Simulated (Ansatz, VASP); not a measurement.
# One calculation of C, two programs

Contents of INCAR:

```
ALGO     = Normal         # electronic algorithm
EDIFF    = 1E-7           # SCF threshold, eV
ENCUT    = 520            # plane-wave cutoff, eV
GGA      = PS             # functional
ISIF     = 2              # what is computed and relaxed
ISMEAR   = 0              # smearing method
LASPH    = True           # aspherical terms in the spheres
LCHARG   = True           # write CHGCAR
LELF     = True           # ELF
LREAL    = False          # projectors in reciprocal space
LVHAR    = True         
LWAVE    = False          # write WAVECAR
NBANDS   = 21             # bands
NELM     = 60             # most SCF steps
PREC     = Accurate       # precision mode
SIGMA    = 0.05           # smearing width, eV
```

The input KPOINTS:

```
k-points
0
Gamma
  15 15 3
```

File POSCAR:

```
C
1.0
   -2.4589102530      0.0000000000      0.0000000000
   -1.2294551265     -2.1294787447      0.0000000000
    0.0000000000      0.0000000000     11.2943044874
C
6
Direct
    0.6666666667      0.6666666667      0.1592465212
    1.0000000000      0.0000000000      0.7963997872
    0.3333333333      0.3333333333      0.4778231542
    0.6666666667      0.6666666667      0.7964515202
    1.0000000000      1.0000000000      0.4778748872
    0.3333333333      0.3333333333      0.1592982542
```

Input for Ansatz:

```yaml
crystal:
  lattice:
    - [-2.458910253, 0.0, 0.0]
    - [-1.2294551265, -2.1294787447, 0.0]
    - [0.0, 0.0, 11.2943044874]
  atoms:
    - { symbol: C, position: [0.6666666667, 0.6666666667, 0.1592465212] }
    - { symbol: C, position: [1.0, 0.0, 0.7963997872] }
    - { symbol: C, position: [0.3333333333, 0.3333333333, 0.4778231542] }
    - { symbol: C, position: [0.6666666667, 0.6666666667, 0.7964515202] }
    - { symbol: C, position: [1.0, 1.0, 0.4778748872] }
    - { symbol: C, position: [0.3333333333, 0.3333333333, 0.1592982542] }
basis:
  ecutwfc: 420
kpoints:
  mp_grid: { grid: [15, 15, 3] }
hamiltonian:
  xc: pbesol
scf:
  occupations: { method: gaussian, width: 0.05 }
output:
  forces: true
  stress: true
  eigenvalues: true
```

Alike in both runs: task single point; functional PBEsol; k mesh 15 × 15 × 3; occupations gaussian, width 0.05 eV; no spin polarisation.

```csv
,VASP,Ansatz
version,VASP 6.6.1,Ansatz 0.2.0
potentials or method,"VASP PAW PBE potentials, release 64 (C), cutoff 520 eV","scalar-relativistic, plane waves, PAW"
valence electrons in the cell,24,24
```

```tsv
	VASP	Ansatz	Ansatz less VASP
gap on the k mesh at the Fermi level (eV)	0.17	0.17	0.000
least direct gap on the mesh (eV)	0.17	0.17	0.000
pressure (GPa)	0.6	0.0	-0.60
traceless stress, the component that is largest in VASP (GPa)	-0.76	-0.08	+0.680
```

VASP's potentials were made for PBE, not for PBEsol. With one functional, cell and mesh, what is left measures potentials, basis and numerics.
